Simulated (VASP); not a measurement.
# TiCo3 (Pm-3m) in VASP: a series of runs, part 2 of 2

VASP 6.6.1.

### 5 Single point, PBEsol, collinear spin, ferrimagnetic start

INCAR

```
SYSTEM = TiCo3
PREC = Accurate
ENCUT = 520
EDIFF = 1E-6
ISMEAR = 0
SIGMA = 0.1
LREAL = .FALSE.
LASPH = .TRUE.
NELM = 150
ALGO = Normal
ISIF = 2
LWAVE = .FALSE.
LCHARG = .FALSE.
ISPIN = 2
MAGMOM = -0.42 1.21 1.21 1.21
LORBIT = 11
LMAXMIX = 4
GGA = PS
NBANDS = 32
```

KPOINTS

```
Automatic mesh
0
G
  8 8 8
  0 0 0
```

POSCAR

```
TiCo3
1.0
    3.6140000000      0.0000000000      0.0000000000
    0.0000000000      3.6140000000      0.0000000000
    0.0000000000      0.0000000000      3.6140000000
Ti Co
1 3
Direct
    0.0000000000      0.0000000000      0.0000000000
    0.0000000000      0.5000000000      0.5000000000
    0.5000000000      0.0000000000      0.5000000000
    0.5000000000      0.5000000000      0.0000000000
```

Potentials or basis: VASP PAW PBE potentials, release 64 (Ti_sv, Co).

Command:

```sh
$ cat potpaw_PBE.64/Ti_sv/POTCAR potpaw_PBE.64/Co/POTCAR > POTCAR
$ mpirun -np 1 vasp_std > vasp.out
```

OUTCAR:

```text
SYSTEM = TiCo3
   PREC = Accurate
   ENCUT = 520
   EDIFF = 1E-6
   ISMEAR = 0
   LREAL = .FALSE.
   LASPH = .TRUE.
   NELM = 150
   ISIF = 2
   ISPIN = 2
   LORBIT = 11
   GGA = PS

 ion  position               nearest neighbor table
   1  0.000  0.000  0.000-   2 2.56   3 2.56   4 2.56   2 2.56   3 2.56   2 2.56   4 2.56   2 2.56
                             3 2.56   4 2.56   3 2.56   4 2.56
   2  0.000  0.500  0.500-   1 2.56   3 2.56   4 2.56   1 2.56   4 2.56   1 2.56   3 2.56   1 2.56
                             3 2.56   4 2.56   4 2.56   3 2.56
   3  0.500  0.000  0.500-   1 2.56   2 2.56   4 2.56   1 2.56   4 2.56   2 2.56   4 2.56   4 2.56
                             1 2.56   2 2.56   1 2.56   2 2.56
   4  0.500  0.500  0.000-   1 2.56   2 2.56   3 2.56   2 2.56   3 2.56   1 2.56   3 2.56   3 2.56
                             1 2.56   2 2.56   2 2.56   1 2.56

  LATTYP: Found a simple cubic cell.
 ALAT       =     3.6140000000

  Lattice vectors:

 A1 = (   3.6140000000,   0.0000000000,   0.0000000000)
 A2 = (   0.0000000000,   3.6140000000,   0.0000000000)
 A3 = (   0.0000000000,   0.0000000000,   3.6140000000)

Analysis of symmetry for initial positions (statically):
=====================================================================
 Subroutine PRICEL returns:
 Original cell was already a primitive cell.

 Routine SETGRP: Setting up the symmetry group for a
 simple cubic supercell.

 Subroutine GETGRP returns: Found 48 space group operations
 (whereof 48 operations were pure point group operations)
 out of a pool of 48 trial point group operations.

The static configuration has the point symmetry O_h .

Analysis of symmetry for dynamics (positions and initial velocities):
=====================================================================
 Subroutine PRICEL returns:
 Original cell was already a primitive cell.

 Routine SETGRP: Setting up the symmetry group for a
 simple cubic supercell.

 Subroutine GETGRP returns: Found 48 space group operations
 (whereof 48 operations were pure point group operations)
 out of a pool of 48 trial point group operations.

The dynamic configuration has the point symmetry O_h .

[... 172 lines left out ...]
 Fermi energy:         9.6569684975

 spin component 1

 k-point     1 :       0.0000    0.0000    0.0000
  band No.  band energies     occupation
      1     -46.6231      1.00000
      2     -22.9683      1.00000
      3     -22.9683      1.00000
      4     -22.9683      1.00000
      5       1.8161      1.00000
      6       5.5765      1.00000
[... 805 lines left out ...]
     30      19.8974      0.00000
     31      21.4901      0.00000

 [... further k-points ...]

 spin component 2

 k-point     1 :       0.0000    0.0000    0.0000
  band No.  band energies     occupation
      1     -46.6232      1.00000
      2     -22.9684      1.00000
      3     -22.9684      1.00000
      4     -22.9684      1.00000
      5       1.8162      1.00000
      6       5.5767      1.00000
[... 805 lines left out ...]
     30      19.8976      0.00000
     31      21.4903      0.00000

 [... further k-points ...]

 [bands above 31 left out]

------------------------ aborting loop because EDIFF is reached ----------------------------------------

  FORCE on cell =-STRESS in cart. coord.  units (eV):
  Direction    XX          YY          ZZ          XY          YZ          ZX
  --------------------------------------------------------------------------------------
  -------------------------------------------------------------------------------------
  Total       -4.5718277     -4.5718277     -4.5718277      0.0000000      0.0000000     -0.0000000
  in kB     -155.1800879   -155.1800879   -155.1800879      0.0000000      0.0000000     -0.0000000
  external PRESSURE =    -155.1800879 kB  Pullay stress =       0.0000000 kB

 VOLUME and BASIS-vectors are now :
 -----------------------------------------------------------------------------
  energy-cutoff  :      520.00
  volume of cell :       47.20
      direct lattice vectors                 reciprocal lattice vectors
     3.614000000  0.000000000  0.000000000     0.276701716  0.000000000  0.000000000
     0.000000000  3.614000000  0.000000000     0.000000000  0.276701716  0.000000000
     0.000000000  0.000000000  3.614000000     0.000000000  0.000000000  0.276701716

 POSITION                                       TOTAL-FORCE (eV/Angst)
 -----------------------------------------------------------------------------------
      0.00000      0.00000      0.00000         0.000000      0.000000      0.000000
      0.00000      1.80700      1.80700         0.000000      0.000000      0.000000
      1.80700      0.00000      1.80700         0.000000      0.000000      0.000000
      1.80700      1.80700      0.00000         0.000000      0.000000      0.000000
 -----------------------------------------------------------------------------------
    total drift:                                0.000000      0.000000      0.000000

  FREE ENERGIE OF THE ION-ELECTRON SYSTEM (eV)
  ---------------------------------------------------
  free  energy   TOTEN  =       -32.5474473362 eV

  energy  without entropy=      -32.5161020533  energy(sigma->0) =      -32.53177469

 total charge

# of ion       s       p       d       tot
------------------------------------------
    1        2.261   6.185   1.915  10.361
    2        0.498   0.487   7.311   8.296
    3        0.498   0.487   7.311   8.296
    4        0.498   0.487   7.311   8.296
--------------------------------------------------
tot          3.754   7.647  23.848  35.249

 magnetization (x)

# of ion       s       p       d       tot
------------------------------------------
    1       -0.000   0.000  -0.000  -0.000
    2        0.000   0.000   0.000   0.000
    3        0.000   0.000   0.000   0.000
    4        0.000   0.000   0.000   0.000
--------------------------------------------------
tot         -0.000   0.000   0.000   0.000
```

stdout:

```text
POSCAR found type information on POSCAR TiCo
 POSCAR found :  2 types and       4 ions
 scaLAPACK will be used
 -----------------------------------------------------------------------------
|                                                                             |
|                                                                             |
|     You enforced a specific xc type in the INCAR file but a different       |
|     I HOPE YOU KNOW WHAT YOU ARE DOING!                                     |
|                                                                             |
 -----------------------------------------------------------------------------

 LDA part: xc-table for (Slater+PW92), standard interpolation
 POSCAR, INCAR and KPOINTS ok, starting setup
 FFT: planning ... GRIDC
 FFT: planning ... GRID_SOFT
 FFT: planning ... GRID
 WAVECAR not read
 entering main loop
```

It took 5.1 min on 1 thread of AMD EPYC 7R13 (Zen 3), shared host; peak memory 0.19 GiB.

What came out:

```yaml
Free_energy: -32.5474 eV
Pressure: -15.5 GPa
Net_moment: 0.00 μB per cell
Valence_electrons_inside_the_program's_atomic_spheres: Ti 10.36; Co 8.30
```

Caveat: the PAW data sets were made with another functional, which shifts forces and pressure a little.

### 6 The runs side by side

```tsv
k mesh	smearing	gap on the mesh (eV)	pressure (GPa)	moment (μB)
6 × 6 × 6	gaussian 0.05 eV	none	-15.3	0.35
6 × 6 × 6	gaussian 0.2 eV	none	-15.1	0.00
6 × 6 × 6	gaussian 0.4 eV	none	-11.4	2.20
8 × 8 × 8	gaussian 0.1 eV	none	-15.5	0.00
```

Alike in all rows: task single point; level PBEsol; potentials or basis VASP PAW PBE potentials, release 64 (Ti_sv, Co); spin collinear, ferrimagnetic start; cell as given; cutoff (eV) 520.

Every run on the cell as given and a fine mesh finds a metal.

Caveats: the PAW data sets were made with another functional, which shifts forces and pressure a little.

Total energies depend on the potentials used, so only differences within one code and one set of settings carry meaning.
